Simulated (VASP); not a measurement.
Wanted: the native input for a VASP 6.6.1 run.

| Item | Value |
| --- | --- |
| Task | relaxation of cell and atoms |
| Functional | PBEsol |
| Potentials or basis | VASP PAW PBE potentials, release 64 (Pt) |
| Cutoff | 600 eV |
| k mesh | 20 × 20 × 20 |
| Occupations | fermi-dirac, width 0.15 eV |
| Spin | no spin polarisation |
| Target pressure | 3 GPa |
| Dipole correction | no |
| Further INCAR settings | ALGO = Normal; EDIFF = 1e-06; IBRION = 2; EDIFFG = -0.001; NSW = 80; ISIF = 3 |

The structure of Pt lies in POSCAR:

```
Pt
1.0
    0.0000000000      1.9609001965      1.9609001965
    1.9609001965      0.0000000000      1.9609001965
    1.9609001965      1.9609001965      0.0000000000
Pt
1
Direct
    0.0000000000      0.0000000000      0.0000000000
```

These files were run (other wordings do the same):

INCAR

```
ALGO = Normal ; EDIFF = 1E-6
EDIFFG = -0.001 ; ENCUT = 600
GGA = PS ; IBRION = 2
ISIF = 3 ; ISMEAR = -1
LASPH = True ; LCHARG = False
LREAL = False ; LWAVE = False
NELM = 100 ; NSW = 80
PREC = Accurate ; PSTRESS = 30.0
SIGMA = 0.15
```

KPOINTS

```
k-points
0
Gamma
  20 20 20
```

Potentials or basis: VASP PAW PBE potentials, release 64 (Pt).

Run with:

```sh
$ cat potpaw_PBE.64/Pt/POTCAR > POTCAR
$ mpirun -np 1 vasp_std > vasp.out
```

It gave:

- Relaxed volume: 14.91 Å³/atom
- Relaxed cell: a = 2.763 Å, b = 2.763 Å, c = 2.763 Å, α = 60.00°, β = 60.00°, γ = 60.00°
- Space group after relaxing (to 0.05 Å): Fm-3m (No. 225)
- Energy change on relaxing (the enthalpy is what falls): +1.4 meV/atom
- Ionic steps: 6
- Pressure after relaxing: 3.0 GPa
- Band gap on the k mesh: zero (band 5 reaches 11.83 eV, above the bottom of band 6 at 9.55 eV)

Caveat: the cell is relaxed towards a set pressure, so the enthalpy falls and the energy may rise; the PAW data sets were made with another functional, which shifts forces and pressure a little; spin-orbit coupling is left out, which moves the levels of the heavy elements.

Run time: 33 s on 1 thread of Intel(R) Xeon(R) 6975P-C (Granite Rapids) (shared host), peak memory 0.19 GiB.
